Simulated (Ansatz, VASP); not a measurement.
## BN: VASP beside Ansatz

```
B N
1.0
     2.48964    0.00000    0.00000
    -1.24482    2.15609    0.00000
     0.00000    0.00000    4.28669
B N
2 2
Direct
  0.66667 0.33333 0.99969
  0.33333 0.66667 0.49969
  0.66667 0.33333 0.62531
  0.33333 0.66667 0.12531
```

Change from the starting cell: strain +e along x and -e along y +0.0000, strain +e along z and -e/2 along x and y +0.0267.

Alike in both runs: functional LDA; k mesh 12 × 12 × 6; occupations gaussian, width 0.05 eV; no spin polarisation.

Ansatz relaxed the structure, and its values are those at the end. VASP's run is a single point on that final structure, the one shown.

```csv
,VASP,Ansatz
version,VASP 6.6.1,Ansatz 0.2.0
potentials or method,"VASP PAW LDA potentials, release 64 (B, N), cutoff 600 eV","scalar-relativistic, plane waves, PAW"
valence electrons in the cell,16,16
```

```tsv
	VASP	Ansatz	Ansatz less VASP
gap on the k mesh at the Fermi level (eV)	4.75	4.78	+0.024
least direct gap on the mesh (eV)	7.32	7.33	+0.008
pressure (GPa)	1.5	0.9	-0.68
rms of the force components (eV/Å)	0.010	0.004	-0.0055
```

LDA's correlation is that of Perdew and Zunger in VASP and of Perdew and Wang (1992) in Ansatz. Ansatz's warnings: stress scf threshold loose.
